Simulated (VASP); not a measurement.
**Hf: single point with r2SCAN**

Hf:

```xyz
1
Lattice="2.9001 0.0000 0.0000 0.0000 2.9001 0.0000 0.0000 0.0000 2.9001" Properties=species:S:1:pos:R:3 pbc="T T T"
Hf    0.0000    0.0000    0.0000
```

This isn't the form of Hf at room conditions, which is hcp.

| Quantity | Value |
| --- | --- |
| Program | VASP 6.6.1 |
| Task | single point |
| Functional | r2SCAN |
| Potentials or basis | VASP PAW PBE potentials, release 64 (Hf_pv) |
| Cutoff | 520 eV |
| k mesh | 12 × 12 × 12 |
| Occupations | fermi-dirac, width 0.1 eV |
| Spin | no spin polarisation |

```json
{
  "Pressure": "-0.3 GPa",
  "Band gap on the k mesh": "zero (bands 5 and 6 overlap by 2.50 eV)"
}
```

Levels at points of the mesh, in eV from the Fermi level:
```
           k point  band 2  band 3  band 4  band 5  band 6  band 7  band 8  band 9
(0.00, 0.00, 0.00)  -31.05  -31.05   -6.90   -1.56   -1.56    6.97    6.97    6.97
(0.50, 0.00, 0.00)  -30.97  -30.97   -3.24   -0.59   -0.34    3.42    3.42    7.35
(0.50, 0.50, 0.00)  -31.92  -30.88   -3.01   -0.61    4.19    4.19    4.58    4.58
(0.50, 0.50, 0.50)  -31.80  -31.80   -1.26   -1.26   -1.26    7.18    9.34    9.34
```

Wall time 48 s on 1 thread of Intel(R) Xeon(R) Platinum 8259CL CPU @ 2.50GHz (Skylake/Cascade Lake) (shared host), peak memory 0.16 GiB.

Caveat: the PAW data sets were made with another functional, which shifts forces and pressure a little; spin-orbit coupling is left out, which moves the levels of the heavy elements.
